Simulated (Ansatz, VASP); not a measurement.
# SnSe in VASP and in Ansatz

Contents of INCAR:

```
  PREC = Accurate
  ENCUT = 500
  EDIFF = 1E-6
  ISMEAR = -1
  SIGMA = 0.02
  LREAL = F
  LASPH = T
  NELM = 120
  ALGO = Normal
  ISIF = 2
  LWAVE = F
  LCHARG = F
  NBANDS = 17
  GGA_COMPAT = F
```

File KPOINTS:

```
Automatic mesh
0
Gamma
  9 9 9
```

The input POSCAR:

```
SnSe
1.0
    0.0301000000      3.0250500000      3.0250500000
    3.0250500000      0.0301000000      3.0250500000
    3.0250500000      3.0250500000      0.0301000000
Sn Se
1 1
Direct
    0.0000000000      0.0000000000      0.0000000000
    0.5000000000      0.5000000000      0.5000000000
```

Input for Ansatz:

```yaml
crystal:
  lattice:
    - [0.0301, 3.02505, 3.02505]
    - [3.02505, 0.0301, 3.02505]
    - [3.02505, 3.02505, 0.0301]
  atoms:
    - { symbol: Sn, position: [0.0, 0.0, 0.0] }
    - { symbol: Se, position: [0.5, 0.5, 0.5] }
kpoints:
  mp_grid: { grid: [9, 9, 9] }
  band_path:
    path:
      - [0.0, 0.0, 0.0]
      - [0.5, 0.5, 0.5]
      - [0.247543133, 0.5, 0.752456867]
      - [-0.247543133, 0.247543133, 0.5]
      - [0.0, 0.0, 0.5]
      - [0.0, 0.0, 0.0]
      - [-0.3737715665, 0.0, 0.3737715665]
      - [0.0, 0.3737715665, 0.6262284335]
      - [0.0, 0.5, 0.5]
    npoints: 5
scf:
  occupations: { method: fermi_dirac, width: 0.02 }
hamiltonian:
  xc: lda
  pseudopotentials: { kind: all_electron, lapw: { basis_error: 0.00025 } }
output:
  forces: true
  stress: true
  eigenvalues: true
```

Change from the starting cell: equal xy, yz and zx shear strains of +1 %.

Alike in both runs: task single point; functional LDA; k mesh 9 × 9 × 9; occupations fermi-dirac, width 0.02 eV; no spin polarisation.

```csv
,VASP,Ansatz
version,VASP 6.6.1,Ansatz 0.2.0
potentials or method,"VASP PAW LDA potentials, release 64 (Sn_d, Se), cutoff 500 eV","all-electron LAPW, scalar-relativistic"
```

|  | VASP | Ansatz | Ansatz less VASP |
| --- | --- | --- | --- |
| pressure (GPa) | -3.2 | -3.2 | -0.09 |
| traceless stress, the component that is largest in VASP (GPa) | -0.21 | -0.21 | -0.001 |

LDA's correlation is that of Perdew and Zunger in VASP and of Perdew and Wang (1992) in Ansatz. Ansatz ran all-electron here, and VASP with PAW potentials.
